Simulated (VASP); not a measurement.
# NaCl3 (Pm-3n) in VASP: single point with LDA

Aim: the single point of NaCl3 with LDA.

Everything below comes from runs of VASP 6.6.1. Logs are shortened: lines on timing, memory, paths and dates and some standing lists are left out, and cuts for length are marked.

## (1) The cell of the first run

It takes space group Pm-3n (No. 223, cubic). The conventional cell has a = 5.527 Å, b = 5.527 Å, c = 5.527 Å, α = 90.00°, β = 90.00°, γ = 90.00°. Within 4.1 Å of Na (site symmetry m-3) lie 12 Cl at 3.09 Å. Cl (site symmetry -4m2) has 10 Cl at 2.76 to 3.38 Å and 4 Na at 3.09 Å within 3.6 Å.

## (2) Single point, LDA

INCAR

```
  PREC = Accurate
  ENCUT = 520
  EDIFF = 1E-6
  ISMEAR = 0
  SIGMA = 0.15
  LREAL = F
  LASPH = T
  NELM = 100
  ALGO = Normal
  ISIF = 2
  LWAVE = F
  LCHARG = F
  GGA = CA
  NBANDS = 38
```

KPOINTS

```
regular mesh
0
Gamma
  4 4 4
```

POSCAR

```
NaCl3
1.0
    5.5270050000      0.0000000000      0.0000000000
    0.0000000000      5.5270050000      0.0000000000
    0.0000000000      0.0000000000      5.5270050000
Na Cl
2 6
Direct
    0.5000000000      0.5000000000      0.5000000000
    0.0000000000      0.0000000000      0.0000000000
    0.5000000000      0.0000000000      0.7500000000
    0.0000000000      0.2500000000      0.5000000000
    0.7500000000      0.5000000000      0.0000000000
    0.5000000000      0.0000000000      0.2500000000
    0.0000000000      0.7500000000      0.5000000000
    0.2500000000      0.5000000000      0.0000000000
```

Potentials or basis: VASP PAW LDA potentials, release 64 (Na_pv, Cl).

Launch:

```console
> cat potpaw_LDA.64/Na_pv/POTCAR potpaw_LDA.64/Cl/POTCAR > POTCAR
> mpirun -np 1 vasp_std > vasp.out
```

OUTCAR:

```text
PREC = Accurate
   ENCUT = 520
   EDIFF = 1E-6
   ISMEAR = 0
   LREAL = F
   LASPH = T
   NELM = 100
   ISIF = 2
   GGA = CA

 ion  position               nearest neighbor table
   1  0.500  0.500  0.500-
   2  0.000  0.000  0.000-
   3  0.500  0.000  0.750-
   4  0.000  0.250  0.500-
   5  0.750  0.500  0.000-
   6  0.500  0.000  0.250-
   7  0.000  0.750  0.500-
   8  0.250  0.500  0.000-

  LATTYP: Found a simple cubic cell.
 ALAT       =     5.5270050000

  Lattice vectors:

 A1 = (   5.5270050000,   0.0000000000,   0.0000000000)
 A2 = (   0.0000000000,   5.5270050000,   0.0000000000)
 A3 = (   0.0000000000,   0.0000000000,   5.5270050000)

Analysis of symmetry for initial positions (statically):
=====================================================================
 Subroutine PRICEL returns:
 Original cell was already a primitive cell.

 Routine SETGRP: Setting up the symmetry group for a
 simple cubic supercell.

 Subroutine GETGRP returns: Found 48 space group operations
 (whereof 24 operations were pure point group operations)
 out of a pool of 48 trial point group operations.

The static configuration has the point symmetry T_h .
 The point group associated with its full space group is O_h .

Analysis of symmetry for dynamics (positions and initial velocities):
=====================================================================
 Subroutine PRICEL returns:
 Original cell was already a primitive cell.

 Routine SETGRP: Setting up the symmetry group for a
 simple cubic supercell.

 Subroutine GETGRP returns: Found 48 space group operations
 (whereof 24 operations were pure point group operations)
 out of a pool of 48 trial point group operations.

The dynamic configuration has the point symmetry T_h .
 The point group associated with its full space group is O_h .

 Subroutine INISYM returns: Found 48 space group operations
 (whereof 24 operations are pure point group operations),
 and found     1 'primitive' translations

----------------------------------------------------------------------------------------

                                     Primitive cell

  volume of cell :     168.8378

  direct lattice vectors                    reciprocal lattice vectors
     5.527005000  0.000000000  0.000000000     0.180929816  0.000000000  0.000000000
     0.000000000  5.527005000  0.000000000     0.000000000  0.180929816  0.000000000
     0.000000000  0.000000000  5.527005000     0.000000000  0.000000000  0.180929816

  length of vectors
     5.527005000  5.527005000  5.527005000     0.180929816  0.180929816  0.180929816

  position of ions in fractional coordinates (direct lattice)
     0.500000000  0.500000000  0.500000000
     0.000000000  0.000000000  0.000000000
     0.500000000  0.000000000  0.750000000
     0.000000000  0.250000000  0.500000000
     0.750000000  0.500000000  0.000000000
     0.500000000  0.000000000  0.250000000
     0.000000000  0.750000000  0.500000000
     0.250000000  0.500000000  0.000000000

  ion indices of the primitive-cell ions
   primitive index   ion index
                 1           1
                 2           2
                 3           3
                 4           4
                 5           5
                 6           6
                 7           7
                 8           8

----------------------------------------------------------------------------------------

 KPOINTS: regular mesh

Automatic generation of k-mesh.
 Grid dimensions read from file:
 generate k-points for:    4    4    4

 Generating k-lattice:

  Cartesian coordinates                     Fractional coordinates (reciprocal lattice)
     0.045232454  0.000000000  0.000000000     0.250000000  0.000000000  0.000000000
     0.000000000  0.045232454  0.000000000     0.000000000  0.250000000  0.000000000
     0.000000000  0.000000000  0.045232454     0.000000000  0.000000000  0.250000000

  Length of vectors
     0.045232454  0.045232454  0.045232454

  Shift w.r.t. Gamma in fractional coordinates (k-lattice)
     0.000000000  0.000000000  0.000000000

 Subroutine IBZKPT returns following result:
 ===========================================

 Found     10 irreducible k-points:

 Following reciprocal coordinates:
            Coordinates               Weight
  0.000000  0.000000  0.000000      1.000000
  0.250000  0.000000  0.000000      6.000000
  0.500000  0.000000  0.000000      3.000000
  0.250000  0.250000  0.000000     12.000000
  0.500000  0.250000  0.000000     12.000000
  0.500000  0.500000  0.000000      3.000000
  0.250000  0.250000  0.250000      8.000000
  0.500000  0.250000  0.250000     12.000000
  0.500000  0.500000  0.250000      6.000000
  0.500000  0.500000  0.500000      1.000000
   k-points           NKPTS =     10   k-points in BZ     NKDIM =     10   number of bands    NBANDS=     38
   number of dos      NEDOS =    301   number of ions     NIONS =      8
   total plane-waves  NPLWV =  74088
   dimension x,y,z NGX =    42 NGY =   42 NGZ =   42
   dimension x,y,z NGXF=    84 NGYF=   84 NGZF=   84
   ions per type =               2   6
   NGX,Y,Z   is equivalent  to a cutoff of  12.63, 12.63, 12.63 a.u.
   NGXF,Y,Z  is equivalent  to a cutoff of  25.27, 25.27, 25.27 a.u.
 SYSTEM =  unknown system
   PREC   = accura    normal or accurate (medium, high low for compatibility)
   ISTART =      0    job   : 0-new  1-cont  2-samecut
   ICHARG =      2    charge: 1-file 2-atom 10-const
   ISPIN  =      1    spin polarized calculation?
   LNONCOLLINEAR =      F non collinear calculations
   LSORBIT =      F    spin-orbit coupling
   LASPH  =      T    aspherical Exc in radial PAW
   ENCUT  =  520.0 eV  38.22 Ry    6.18 a.u.  10.28 10.28 10.28*2*pi/ulx,y,z
   NELM   =    100;   NELMIN=  2; NELMDL= -5     # of ELM steps
   EDIFF  = 0.1E-05   stopping-criterion for ELM
   LREAL  =      F    real-space projection
   EDIFFG = 0.1E-04   stopping-criterion for IOM
   NSW    =      0    number of steps for IOM
   IBRION =     -1    ionic relax: 0-MD 1-quasi-New 2-CG
   NFREE  =      0    steps in history (QN), initial steepest desc. (CG)
   ISIF   =      2    stress and relaxation
   ISYM   =      2    0-nonsym 1-usesym 2-fastsym
   POTIM  = 0.5000    time-step for ionic-motion
   TEBEG  =    0.0;   TEEND  =   0.0 temperature during run
   PSTRESS=    0.0 pullay stress
   NELECT =      56.0000    total number of electrons
   NUPDOWN=      -1.0000    fix difference up-down
   EMIN   =  10.00;   EMAX   =-10.00  energy-range for DOS
   EFERMI =   0.00;   METHOD = LEGACY
   ISMEAR =     0;   SIGMA  =   0.15  broadening in eV -4-tet -1-fermi 0-gaus
   EFERMI_NEDOS =   21; number of points for ismear=-14 and -15
   IALGO  =     38    algorithm
   IMIX   =      4    mixing-type and parameters
     AMIX     =   0.40;   BMIX     =  1.00
     AMIX_MAG =   1.60;   BMIX_MAG =  1.00
  volume/ion in A,a.u.               =      21.10       142.42
  Fermi-wavevector in a.u.,A,eV,Ry     =   1.133220  2.141476 17.472439  1.284188
  Thomas-Fermi vector in A             =   2.269923
   LORBIT       =      0    0 simple, 1 ext, 2 COOP (PROOUT), +10 PAW based schemes
   GGA     = CA    functional components
   LHFCALC =     F    Hartree Fock is set to
   AEXX    =    0.0000 exact exchange contribution
   IVDW    =     0    specifies the selected vdW correction
   LEPSILON=     F    determine dielectric tensor
   LRPA    =     F    only Hartree local field effects (RPA)
 non-spin polarized calculation
 Gauss-broadening in eV      SIGMA  =   0.15
  energy-cutoff  :      520.00
  volume of cell :      168.84
 maximum number of plane-waves:      4632
 NGX is ok and might be reduce to    42
   NGX = 21   NGY = 21   NGZ = 21

 number of electron      55.9999991 magnetization

 Free energy of the ion-electron system (eV)
  ---------------------------------------------------
  ext. energy  EPLUGINS =         0.00000000
  ---------------------------------------------------
  free energy    TOTEN  =       -21.64983562 eV

  energy without entropy =      -21.57660391  energy(sigma->0) =      -21.61321976

 E-fermi :   1.0754     XC(G=0):  -9.5121

 val. band max:        0.8469895351   @ k =   0.5000   0.5000   0.0000
 cond. band min:       1.1084761296   @ k =   0.2500   0.2500   0.0000
 fundamental gap:      0.2614865945
 Fermi energy:         1.0754480297

 k-point     1 :       0.0000    0.0000    0.0000
  band No.  band energies     occupation
      1     -20.7919      2.00000
      2     -20.7919      2.00000
      3     -20.7919      2.00000
      4     -20.7895      2.00000
      5     -20.7895      2.00000
      6     -20.7895      2.00000
[... 30 lines left out ...]
     37      10.1946      0.00000
     38      10.1946      0.00000

 k-point     2 :       0.2500    0.0000    0.0000
  band No.  band energies     occupation
      1     -20.7922      2.00000
      2     -20.7915      2.00000
      3     -20.7915      2.00000
      4     -20.7906      2.00000
      5     -20.7898      2.00000
      6     -20.7898      2.00000
[... 30 lines left out ...]
     37      10.5041      0.00000
     38      10.5041      0.00000

 k-point     3 :       0.5000    0.0000    0.0000
  band No.  band energies     occupation
      1     -20.7921      2.00000
      2     -20.7921      2.00000
      3     -20.7907      2.00000
      4     -20.7907      2.00000
      5     -20.7905      2.00000
      6     -20.7905      2.00000
[... 30 lines left out ...]
     37      10.7360      0.00000
[... 207 lines left out ...]
 k-point     9 :       0.5000    0.5000    0.2500
  band No.  band energies     occupation
      1     -20.7935      2.00000
      2     -20.7934      2.00000
      3     -20.7911      2.00000
      4     -20.7911      2.00000
      5     -20.7903      2.00000
      6     -20.7902      2.00000
[... 30 lines left out ...]
     37      10.9002      0.00000
     38      10.9506      0.00000

 k-point    10 :       0.5000    0.5000    0.5000
  band No.  band energies     occupation
      1     -20.7918      2.00000
      2     -20.7918      2.00000
      3     -20.7918      2.00000
      4     -20.7918      2.00000
      5     -20.7918      2.00000
      6     -20.7918      2.00000
[... 30 lines left out ...]
     37      10.2061      0.00000
     38      10.2061      0.00000

------------------------ aborting loop because EDIFF is reached ----------------------------------------

  FORCE on cell =-STRESS in cart. coord.  units (eV):
  Direction    XX          YY          ZZ          XY          YZ          ZX
  --------------------------------------------------------------------------------------
  -------------------------------------------------------------------------------------
  Total       -4.5306925     -4.5306925     -4.5306925     -0.0000000      0.0000000      0.0000000
  in kB      -42.9937769    -42.9937769    -42.9937769     -0.0000000      0.0000000      0.0000000
  external PRESSURE =     -42.9937769 kB  Pullay stress =       0.0000000 kB

 VOLUME and BASIS-vectors are now :
 -----------------------------------------------------------------------------
  energy-cutoff  :      520.00
  volume of cell :      168.84
      direct lattice vectors                 reciprocal lattice vectors
     5.527005000  0.000000000  0.000000000     0.180929816  0.000000000  0.000000000
     0.000000000  5.527005000  0.000000000     0.000000000  0.180929816  0.000000000
     0.000000000  0.000000000  5.527005000     0.000000000  0.000000000  0.180929816

 POSITION                                       TOTAL-FORCE (eV/Angst)
 -----------------------------------------------------------------------------------
      2.76350      2.76350      2.76350        -0.000000     -0.000000      0.000000
      0.00000      0.00000      0.00000        -0.000000     -0.000000      0.000000
      2.76350      0.00000      4.14525         0.000000      0.000000     -0.000000
      0.00000      1.38175      2.76350         0.000000      0.000000      0.000000
      4.14525      2.76350      0.00000         0.000000     -0.000000     -0.000000
      2.76350      0.00000      1.38175        -0.000000      0.000000      0.000000
      0.00000      4.14525      2.76350        -0.000000     -0.000000     -0.000000
      1.38175      2.76350      0.00000        -0.000000      0.000000      0.000000
 -----------------------------------------------------------------------------------
    total drift:                                0.000000      0.000000     -0.000000

  FREE ENERGIE OF THE ION-ELECTRON SYSTEM (eV)
  ---------------------------------------------------
  free  energy   TOTEN  =       -21.6498356160 eV

  energy  without entropy=      -21.5766039122  energy(sigma->0) =      -21.61321976
```

It took 32 s on 1 thread of Intel Xeon Platinum 8488C (Sapphire Rapids), shared host; peak memory 0.22 GiB.

Results:

```
Free energy            : -21.6498 eV
Pressure               : -4.3 GPa
Band gap on the k mesh : zero (band 28 reaches 2.20 eV, above the bottom of band 29 at 0.22 eV)
```

Levels at points of the mesh, in eV from the Fermi level:
```csv
k point,band 26,band 27,band 28,band 29,band 30,band 31
"(0.00, 0.00, 0.00)",-0.58,-0.58,1.12,1.12,1.12,5.23
"(0.50, 0.00, 0.00)",-0.90,-0.40,-0.40,1.11,1.11,6.20
"(0.50, 0.50, 0.00)",-0.85,-0.38,-0.38,-0.23,1.10,7.02
"(0.50, 0.50, 0.50)",-1.15,-0.85,-0.85,-0.85,-0.85,8.14
```
